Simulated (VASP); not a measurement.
# SrO (Fm-3m) in VASP: a series of runs

Runs on SrO. Level: PBEsol. Tasks: single point.

Program: VASP 6.6.1. These are calculated values, not measurements. Logs are shortened: lines on timing, memory, paths and dates and some standing lists are left out, and cuts for length are marked.

### Step 1. The cell of the first run

The structure is cubic, space group Fm-3m (No. 225). The conventional cell has a = 5.140 Å, b = 5.140 Å, c = 5.140 Å, α = 90.00°, β = 90.00°, γ = 90.00°. Within 3.4 Å of Sr (site symmetry m-3m) lie 6 O at 2.57 Å. O (site symmetry m-3m) has 6 Sr at 2.57 Å within 3.4 Å.

### Step 2. Single point, PBEsol

The input, INCAR:

```
SYSTEM = SrO
  PREC = Accurate
  ENCUT = 520
  EDIFF = 1E-7
  ISMEAR = -1
  SIGMA = 0.03
  LREAL = .False.
  LASPH = .True.
  NELM = 100
  ALGO = Normal
  ISIF = 2
  LWAVE = .False.
  LCHARG = .True.
  GGA = PS
  LELF = .True.
  LVHAR = .True.
  NBANDS = 15
```

The input, KPOINTS:

```
regular mesh
0
Gamma
  8 8 8
  0 0 0
```

The input, POSCAR:

```
SrO
1.0
    0.0000000000      2.5698000000      2.5698000000
    2.5698000000      0.0000000000      2.5698000000
    2.5698000000      2.5698000000      0.0000000000
Sr O
1 1
Direct
    0.0000000000      0.0000000000      0.0000000000
    0.5000000000      0.5000000000      0.5000000000
```

Potentials or basis: VASP PAW PBE potentials, release 64 (Sr_sv, O).

On the command line:

```sh
$ cat potpaw_PBE.64/Sr_sv/POTCAR potpaw_PBE.64/O/POTCAR > POTCAR
$ mpirun -np 1 vasp_std > vasp.out
```

OUTCAR:

```text
SYSTEM = SrO
   PREC = Accurate
   ENCUT = 520
   EDIFF = 1E-7
   ISMEAR = -1
   LREAL = .False.
   LASPH = .True.
   NELM = 100
   ISIF = 2
   GGA = PS

 ion  position               nearest neighbor table
   1  0.000  0.000  0.000-   2 2.57   2 2.57   2 2.57   2 2.57   2 2.57   2 2.57
   2  0.500  0.500  0.500-   1 2.57   1 2.57   1 2.57   1 2.57   1 2.57   1 2.57

  LATTYP: Found a face centered cubic cell.
 ALAT       =     5.1396000000

  Lattice vectors:

 A1 = (   0.0000000000,   2.5698000000,   2.5698000000)
 A2 = (   2.5698000000,   0.0000000000,   2.5698000000)
 A3 = (   2.5698000000,   2.5698000000,   0.0000000000)

Analysis of symmetry for initial positions (statically):
=====================================================================
 Subroutine PRICEL returns:
 Original cell was already a primitive cell.

 Routine SETGRP: Setting up the symmetry group for a
 face centered cubic supercell.

 Subroutine GETGRP returns: Found 48 space group operations
 (whereof 48 operations were pure point group operations)
 out of a pool of 48 trial point group operations.

The static configuration has the point symmetry O_h .

Analysis of symmetry for dynamics (positions and initial velocities):
=====================================================================
 Subroutine PRICEL returns:
 Original cell was already a primitive cell.

 Routine SETGRP: Setting up the symmetry group for a
 face centered cubic supercell.

 Subroutine GETGRP returns: Found 48 space group operations
 (whereof 48 operations were pure point group operations)
 out of a pool of 48 trial point group operations.

The dynamic configuration has the point symmetry O_h .

 Subroutine INISYM returns: Found 48 space group operations
 (whereof 48 operations are pure point group operations),
 and found     1 'primitive' translations

----------------------------------------------------------------------------------------

                                     Primitive cell

  volume of cell :      33.9413

  direct lattice vectors                    reciprocal lattice vectors
     0.000000000  2.569800000  2.569800000    -0.194567671  0.194567671  0.194567671
     2.569800000  0.000000000  2.569800000     0.194567671 -0.194567671  0.194567671
     2.569800000  2.569800000  0.000000000     0.194567671  0.194567671 -0.194567671

  length of vectors
     3.634246013  3.634246013  3.634246013     0.337001091  0.337001091  0.337001091

  position of ions in fractional coordinates (direct lattice)
     0.000000000  0.000000000  0.000000000
     0.500000000  0.500000000  0.500000000

  ion indices of the primitive-cell ions
   primitive index   ion index
                 1           1
                 2           2

----------------------------------------------------------------------------------------

 KPOINTS: regular mesh

Automatic generation of k-mesh.
 Grid dimensions read from file:
 generate k-points for:    8    8    8

 Generating k-lattice:

  Cartesian coordinates                     Fractional coordinates (reciprocal lattice)
    -0.024320959  0.024320959  0.024320959     0.125000000  0.000000000  0.000000000
     0.024320959 -0.024320959  0.024320959     0.000000000  0.125000000  0.000000000
     0.024320959  0.024320959 -0.024320959     0.000000000  0.000000000  0.125000000

  Length of vectors
     0.042125136  0.042125136  0.042125136

  Shift w.r.t. Gamma in fractional coordinates (k-lattice)
     0.000000000  0.000000000  0.000000000

 Subroutine IBZKPT returns following result:
 ===========================================

 Found     29 irreducible k-points:

 Following reciprocal coordinates:
            Coordinates               Weight
  0.000000  0.000000  0.000000      1.000000
  0.125000  0.000000  0.000000      8.000000
  0.250000  0.000000  0.000000      8.000000
  0.375000  0.000000  0.000000      8.000000
  0.500000  0.000000  0.000000      4.000000
  0.125000  0.125000  0.000000      6.000000
[... 16 lines left out ...]
  0.500000  0.250000  0.125000     48.000000
 -0.375000  0.250000  0.125000     24.000000
 [... further k-points ...]
   k-points           NKPTS =     29   k-points in BZ     NKDIM =     29   number of bands    NBANDS=     15
   number of dos      NEDOS =    301   number of ions     NIONS =      2
   total plane-waves  NPLWV =  21952
   dimension x,y,z NGX =    28 NGY =   28 NGZ =   28
   dimension x,y,z NGXF=    56 NGYF=   56 NGZF=   56
   ions per type =               1   1
   NGX,Y,Z   is equivalent  to a cutoff of  12.81, 12.81, 12.81 a.u.
   NGXF,Y,Z  is equivalent  to a cutoff of  25.62, 25.62, 25.62 a.u.
 SYSTEM =  SrO
   PREC   = accura    normal or accurate (medium, high low for compatibility)
   ISTART =      0    job   : 0-new  1-cont  2-samecut
   ICHARG =      2    charge: 1-file 2-atom 10-const
   ISPIN  =      1    spin polarized calculation?
   LNONCOLLINEAR =      F non collinear calculations
   LSORBIT =      F    spin-orbit coupling
   LASPH  =      T    aspherical Exc in radial PAW
   ENCUT  =  520.0 eV  38.22 Ry    6.18 a.u.   6.76  6.76  6.76*2*pi/ulx,y,z
   NELM   =    100;   NELMIN=  2; NELMDL= -5     # of ELM steps
   EDIFF  = 0.1E-06   stopping-criterion for ELM
   LREAL  =      F    real-space projection
   EDIFFG = 0.1E-05   stopping-criterion for IOM
   NSW    =      0    number of steps for IOM
   IBRION =     -1    ionic relax: 0-MD 1-quasi-New 2-CG
   NFREE  =      0    steps in history (QN), initial steepest desc. (CG)
   ISIF   =      2    stress and relaxation
   ISYM   =      2    0-nonsym 1-usesym 2-fastsym
   POTIM  = 0.5000    time-step for ionic-motion
   TEBEG  =    0.0;   TEEND  =   0.0 temperature during run
   PSTRESS=    0.0 pullay stress
   NELECT =      16.0000    total number of electrons
   NUPDOWN=      -1.0000    fix difference up-down
   EMIN   =  10.00;   EMAX   =-10.00  energy-range for DOS
   EFERMI =   0.00;   METHOD = LEGACY
   ISMEAR =    -1;   SIGMA  =   0.03  broadening in eV -4-tet -1-fermi 0-gaus
   EFERMI_NEDOS =   21; number of points for ismear=-14 and -15
   IALGO  =     38    algorithm
   IMIX   =      4    mixing-type and parameters
     AMIX     =   0.40;   BMIX     =  1.00
     AMIX_MAG =   1.60;   BMIX_MAG =  1.00
  volume/ion in A,a.u.               =      16.97       114.52
  Fermi-wavevector in a.u.,A,eV,Ry     =   1.274106  2.407711 22.086959  1.623346
  Thomas-Fermi vector in A             =   2.406892
   LORBIT       =      0    0 simple, 1 ext, 2 COOP (PROOUT), +10 PAW based schemes
   GGA     = PS    functional components
   LHFCALC =     F    Hartree Fock is set to
   AEXX    =    0.0000 exact exchange contribution
   IVDW    =     0    specifies the selected vdW correction
   LEPSILON=     F    determine dielectric tensor
   LRPA    =     F    only Hartree local field effects (RPA)
 non-spin polarized calculation
  energy-cutoff  :      520.00
  volume of cell :       33.94
 maximum number of plane-waves:       941
   NGX = 13   NGY = 13   NGZ = 13

 number of electron      15.9999997 magnetization

 Free energy of the ion-electron system (eV)
  ---------------------------------------------------
  ext. energy  EPLUGINS =         0.00000000
  ---------------------------------------------------
  free energy    TOTEN  =       -12.63972875 eV

  energy without entropy =      -12.63972875  energy(sigma->0) =      -12.63972875

 E-fermi :   2.2039     XC(G=0): -10.2839

 val. band max:        1.4951651943   @ k =   0.0000   0.0000   0.0000
 cond. band min:       4.6497528903   @ k =   0.5000   0.5000   0.0000
 fundamental gap:      3.1545876961
 Fermi energy:         2.2039253195

 k-point     1 :       0.0000    0.0000    0.0000
  band No.  band energies     occupation
      1     -30.7368      2.00000
      2     -13.5047      2.00000
      3     -12.3881      2.00000
      4     -12.3881      2.00000
      5     -12.3881      2.00000
      6       1.4952      2.00000
      7       1.4952      2.00000
      8       1.4952      2.00000
      9       5.3277      0.00000
     10       7.6603      0.00000
     11       7.6603      0.00000
     12       7.6603      0.00000
     13       9.8583      0.00000
     14       9.8583      0.00000
     15      13.9870      0.00000

 k-point     2 :       0.1250    0.0000    0.0000
  band No.  band energies     occupation
      1     -30.7163      2.00000
      2     -13.8710      2.00000
      3     -12.4007      2.00000
      4     -12.4007      2.00000
      5     -12.0719      2.00000
      6       1.0250      2.00000
      7       1.2942      2.00000
      8       1.2942      2.00000
      9       6.0394      0.00000
     10       7.4975      0.00000
     11       7.9704      0.00000
     12       7.9704      0.00000
     13      10.2715      0.00000
     14      10.2715      0.00000
     15      15.0078      0.00000

 k-point     3 :       0.2500    0.0000    0.0000
  band No.  band energies     occupation
      1     -30.6661      2.00000
      2     -14.4485      2.00000
      3     -12.4307      2.00000
      4     -12.4307      2.00000
      5     -11.6163      2.00000
      6       0.1785      2.00000
      7       0.8613      2.00000
      8       0.8613      2.00000
      9       7.4086      0.00000
     10       7.5995      0.00000
     11       8.8132      0.00000
     12       8.8132      0.00000
     13      11.3035      0.00000
     14      11.3035      0.00000
     15      17.0626      0.00000
[... 343 lines left out ...]
 k-point    23 :       0.5000    0.2500    0.1250
  band No.  band energies     occupation
      1     -30.5892      2.00000
      2     -14.6452      2.00000
      3     -12.7664      2.00000
      4     -12.5691      2.00000
      5     -11.5877      2.00000
      6      -0.0796      2.00000
      7       0.5470      2.00000
      8       0.9651      2.00000
      9       6.9782      0.00000
     10       8.5909      0.00000
     11      10.3895      0.00000
     12      10.5712      0.00000
     13      12.5914      0.00000
     14      13.5233      0.00000
     15      15.6852      0.00000

 k-point    24 :      -0.3750    0.2500    0.1250
  band No.  band energies     occupation
      1     -30.5724      2.00000
      2     -14.7136      2.00000
      3     -12.7902      2.00000
      4     -12.6256      2.00000
      5     -11.5584      2.00000
      6      -0.1181      2.00000
      7       0.6175      2.00000
      8       0.6968      2.00000
      9       7.7966      0.00000
     10       8.1452      0.00000
     11      10.7843      0.00000
     12      11.0032      0.00000
     13      13.1349      0.00000
     14      14.3967      0.00000
     15      14.7486      0.00000

 [... further k-points ...]

------------------------ aborting loop because EDIFF is reached ----------------------------------------

  FORCE on cell =-STRESS in cart. coord.  units (eV):
  Direction    XX          YY          ZZ          XY          YZ          ZX
  --------------------------------------------------------------------------------------
  -------------------------------------------------------------------------------------
  Total       -0.0657802     -0.0657802     -0.0657802      0.0000000      0.0000000      0.0000000
  in kB       -3.1051151     -3.1051151     -3.1051151      0.0000000      0.0000000      0.0000000
  external PRESSURE =      -3.1051151 kB  Pullay stress =       0.0000000 kB

 VOLUME and BASIS-vectors are now :
 -----------------------------------------------------------------------------
  energy-cutoff  :      520.00
  volume of cell :       33.94
      direct lattice vectors                 reciprocal lattice vectors
     0.000000000  2.569800000  2.569800000    -0.194567671  0.194567671  0.194567671
     2.569800000  0.000000000  2.569800000     0.194567671 -0.194567671  0.194567671
     2.569800000  2.569800000  0.000000000     0.194567671  0.194567671 -0.194567671

 POSITION                                       TOTAL-FORCE (eV/Angst)
 -----------------------------------------------------------------------------------
      0.00000      0.00000      0.00000         0.000000     -0.000000      0.000000
      2.56980      2.56980      2.56980         0.000000      0.000000     -0.000000
 -----------------------------------------------------------------------------------
    total drift:                                0.000000      0.000000      0.000000

  FREE ENERGIE OF THE ION-ELECTRON SYSTEM (eV)
  ---------------------------------------------------
  free  energy   TOTEN  =       -12.6397287460 eV

  energy  without entropy=      -12.6397287460  energy(sigma->0) =      -12.63972875
```

Wall time 8.7 s (1 thread of Intel Xeon 6975P-C (Granite Rapids), shared host); peak memory 0.16 GiB.

Results:

| Item | Value |
| --- | --- |
| Free energy | -12.6397 eV |
| Pressure | -0.3 GPa |
| Band gap on the k mesh | 3.15 eV, indirect (least direct gap 3.24 eV) |

Levels at points of the mesh, in eV from the valence-band top:
| k point | band 5 | band 6 | band 7 | band 8 | band 9 | band 10 | band 11 | band 12 |
| --- | --- | --- | --- | --- | --- | --- | --- | --- |
| (0.00, 0.00, 0.00) | -13.88 | 0.00 | 0.00 | 0.00 | 3.83 | 6.17 | 6.17 | 6.17 |
| (0.50, 0.00, 0.00) | -12.69 | -2.23 | -1.16 | -1.16 | 6.50 | 8.30 | 8.85 | 8.85 |
| (0.50, 0.50, 0.00) | -14.26 | -0.43 | -0.09 | -0.09 | 3.15 | 7.77 | 10.20 | 10.23 |

Caveat: the PAW data sets were made with another functional, which shifts forces and pressure a little. A k mesh can miss the band edges.

### Step 3. Single point, PBEsol (volume scaled by 0.94)

The input, INCAR:

```
  ALGO = Normal
  EDIFF = 1E-6
  ENCUT = 520
  GGA = PS
  ISIF = 2
  ISMEAR = -1
  LASPH = T
  LCHARG = F
  LREAL = F
  LWAVE = F
  NBANDS = 15
  NELM = 60
  PREC = Accurate
  SIGMA = 0.03
```

The input, KPOINTS:

```
k-points
0
Gamma
  8 8 8
```

The input, POSCAR:

```
SrO
1.0
    0.0000000000      2.5173403822      2.5173403822
    2.5173403822      0.0000000000      2.5173403822
    2.5173403822      2.5173403822      0.0000000000
Sr O
1 1
Direct
    0.0000000000      0.0000000000      0.0000000000
    0.5000000000      0.5000000000      0.5000000000
```

Potentials or basis: VASP PAW PBE potentials, release 64 (Sr_sv, O).

On the command line:

```sh
$ cat potpaw_PBE.64/Sr_sv/POTCAR potpaw_PBE.64/O/POTCAR > POTCAR
$ mpirun -np 1 vasp_std > vasp.out
```

Wall time 13 s (1 thread of Intel Xeon Platinum 8375C at 2.90GHz (Ice Lake), shared host); peak memory 0.16 GiB.

It converged, with:

* Free energy: -12.6026 eV
* Pressure: 6.3 GPa
* Band gap on the k mesh: 3.10 eV, indirect (least direct gap 3.14 eV)

Levels at points of the mesh, in eV from the valence-band top:
```tsv
k point	band 4	band 5	band 6	band 7	band 8	band 9	band 10	band 11	band 12	band 13
(0.00, 0.00, 0.00)	-13.61	-13.61	0.00	0.00	0.00	4.29	6.29	6.29	6.29	8.63
(0.50, 0.00, 0.00)	-13.70	-12.38	-2.35	-1.29	-1.29	6.76	8.80	9.21	9.21	12.59
(0.50, 0.50, 0.00)	-14.07	-14.07	-0.31	-0.04	-0.04	3.10	8.26	10.61	10.79	11.68
```

Caveat: the PAW data sets were made with another functional, which shifts forces and pressure a little.
